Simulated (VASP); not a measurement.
The system is VPt.

```
V Pt
1.0
     2.70283    0.00000    0.00000
     0.00000    2.70283    0.00000
     0.00000    0.00000    3.90882
V Pt
1 1
Direct
  0.50000 0.50000 0.50000
  0.00000 0.00000 0.00000
```

| Item | Value |
| --- | --- |
| Program | VASP 6.6.1 |
| Task | relaxation of cell and atoms |
| Functional | LDA |
| Potentials or basis | VASP PAW LDA potentials, release 64 (V_sv, Pt) |
| Cutoff | 600 eV |
| k mesh | 16 × 16 × 12 |
| Occupations | gaussian, width 0.1 eV |
| Spin | no spin polarisation |

At the start: pressure -13.8 GPa; volume 14.28 Å³/atom.

Task: How do energy, volume and symmetry change on relaxing?

Result: Over 11 steps the energy falls by 34.7 meV/atom and the volume is 13.51 Å³/atom (-5.4 %); space group P4/mmm (No. 123, to 0.1 Å) before and after.

The path:
| step | energy change (eV) | largest force (eV/Å) | pressure (GPa) | volume (Å³) |
| --- | --- | --- | --- | --- |
| 1 | 0.0000 | 0.0000 | -13.80 | 28.56 |
| 2 | 0.3785 | 0.0000 | 49.71 | 23.77 |
| 3 | -0.0692 | 0.0000 | -0.78 | 27.10 |
| 4 | -0.0693 | 0.0000 | -0.12 | 27.04 |
| 5 | -0.0693 | 0.0000 | 0.15 | 27.01 |
| 6 | -0.0693 | 0.0000 | -0.26 | 27.05 |
| 7 | -0.0694 | 0.0000 | -0.13 | 27.03 |
| 8 | -0.0694 | 0.0000 | -0.03 | 27.03 |
| 9 | -0.0694 | 0.0000 | -0.07 | 27.03 |
| 10 | -0.0694 | 0.0000 | -0.04 | 27.03 |
| 11 | -0.0694 | 0.0000 | 0.00 | 27.02 |

Final structure:
```yaml
crystal:
  lattice:
    - [2.65427, 0.00000, 0.00000]
    - [0.00000, 2.65427, 0.00000]
    - [0.00000, 0.00000, 3.83558]
  atoms:
    - { symbol: V, position: [0.50000, 0.50000, 0.50000] }
    - { symbol: Pt, position: [0.00000, 0.00000, 0.00000] }
```
